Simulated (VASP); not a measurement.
ZnO:

```
Zn O
1.0
     3.13828    0.00000    0.00000
    -1.56914    2.71783    0.00000
     0.00000    0.00000    5.05462
Zn O
2 2
Direct
  0.33333 0.66667 0.99765
  0.66667 0.33333 0.49765
  0.33333 0.66667 0.37735
  0.66667 0.33333 0.87735
```

This cell differs from its parent crystal: strain -3.0%.

Base run:

| Quantity | Value |
| --- | --- |
| Program | VASP 6.6.1 |
| Functional | PBE |
| Potentials or basis | VASP PAW PBE potentials, release 64 (Zn, O) |
| Cutoff | 520 eV |
| k mesh | 12 × 12 × 6 |
| Occupations | fermi-dirac, width 0.02 eV |
| Spin | no spin polarisation |

Its results: band gap on the k mesh 0.92 eV; pressure 24.9 GPa.

**Question.** The run is repeated on the same cell with these changes: functional from PBE to r2SCAN; occupations from fermi-dirac, width 0.02 eV to gaussian, width 0.01 eV. What comes out?

**Answer.** Band gap on the k mesh 1.37 eV; pressure 18.4 GPa.

Caveats: the cell stands under pressure; the PAW data sets were made with another functional, which shifts forces and pressure a little (at least some runs).

